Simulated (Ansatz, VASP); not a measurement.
GaSb in VASP and in Ansatz

```
Ga Sb
1.0
     4.27713    0.00000    0.00000
     0.00000    6.04877    0.00000
     0.00000    0.00000   25.69282
Ga Sb
6 6
Direct
  0.50000 0.50000 0.29191
  0.00000 0.00000 0.37515
  0.50000 0.50000 0.45838
  0.00000 0.00000 0.54162
  0.50000 0.50000 0.62485
  0.00000 0.00000 0.70809
  0.00000 0.75000 0.29191
  0.50000 0.25000 0.37515
  0.00000 0.75000 0.45838
  0.50000 0.25000 0.54162
  0.00000 0.75000 0.62485
  0.50000 0.25000 0.70809
```

Alike in both runs: task single point; functional LDA; k mesh 8 × 6 × 1; occupations gaussian, width 0.1 eV; no spin polarisation.

```csv
,VASP,Ansatz
version,VASP 6.6.1,Ansatz 0.2.0
potentials or method,"VASP PAW LDA potentials, release 64 (Ga_d, Sb), cutoff 520 eV","scalar-relativistic, plane waves, PAW"
valence electrons in the cell,108,168
```

```tsv
	VASP	Ansatz	Ansatz less VASP
gap on the k mesh at the Fermi level (eV)	0.07	0.07	+0.003
least direct gap on the mesh (eV)	0.33	0.33	-0.003
rms of the force components (eV/Å)	0.396	0.401	+0.0046
```

LDA's correlation is that of Perdew and Zunger in VASP and of Perdew and Wang (1992) in Ansatz. VASP's potentials hold 108 valence electrons a cell and Ansatz's 168, so a difference there can come from the potentials and not from the codes. Ansatz's warnings: xc potential rough in thin density.

Spin-orbit coupling is off throughout.
